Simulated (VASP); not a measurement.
Write the native input for VASP 6.6.1 that does the following.

* Task: single point
* Functional: LDA
* Potentials or basis: VASP PAW LDA potentials, release 64 (Sb)
* Cutoff: 520 eV
* k mesh: 15 × 15 × 15
* Occupations: fermi-dirac, width 0.1 eV
* Spin: no spin polarisation
* Dipole correction: no
* Further INCAR settings: ALGO = Normal; EDIFF = 1e-06; NBANDS = 8

The structure of Sb lies in POSCAR:

```
Sb
1.0
    0.0000000000      2.0812103858      2.0812103858
    2.0812103858      0.0000000000      2.0812103858
    2.0812103858      2.0812103858      0.0000000000
Sb
1
Direct
    0.0000000000      0.0000000000      0.0000000000
```

This cell differs from its parent crystal: volume scaled by 0.7.

These files were run (other wordings do the same):

INCAR

```
SYSTEM = Sb
ALGO = Normal ; EDIFF = 1E-6
ENCUT = 520 ; ISIF = 2
ISMEAR = -1 ; LASPH = .True.
LCHARG = .False. ; LREAL = .False.
LWAVE = .False. ; NBANDS = 8
NELM = 80 ; PREC = Accurate
SIGMA = 0.1
```

KPOINTS

```
k-points
0
Gamma
  15 15 15
  0 0 0
```

Potentials or basis: VASP PAW LDA potentials, release 64 (Sb).

Launch:

```bash
$ cat potpaw_LDA.64/Sb/POTCAR > POTCAR
$ mpirun -np 1 vasp_std > vasp.out
```

Results of the run:

```yaml
Pressure: 58.0 GPa
```

Run time: 6.4 s on 1 thread of Intel Xeon 6975P-C, with other jobs on the host, peak memory 0.14 GiB.
